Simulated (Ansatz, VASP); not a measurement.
**Cu in VASP and in Ansatz**

```
CELL_PARAMETERS angstrom
2.56651 0.00000 0.00000
0.00000 2.56651 0.00000
0.00000 0.00000 19.62960
ATOMIC_POSITIONS crystal
Cu 0.00000 0.00000 0.40755
Cu 0.50000 0.50000 0.50000
Cu 0.00000 0.00000 0.59245
```

Alike in both runs: task single point; functional PBE; k mesh 14 × 14 × 1; occupations fermi-dirac, width 0.1 eV; no spin polarisation.

```csv
,VASP,Ansatz
version,VASP 6.6.1,Ansatz 0.2.0
potentials or method,"VASP PAW PBE potentials, release 64 (Cu)","PAW with Ansatz's default frozen-core files, scalar-relativistic"
plane-wave cutoff (eV),520,420
valence electrons in the cell,33,57
```

```tsv
	VASP	Ansatz	Ansatz less VASP
rms of the force components (eV/Å)	0.074	0.086	+0.0118
```

Atom by atom the forces differ by 0.012 eV/Å (rms over components). The functional is the same, so the differences come from potentials, cutoffs and numerics. VASP's potentials hold 33 valence electrons a cell and Ansatz's 57, so a difference there can come from the potentials and not from the codes.
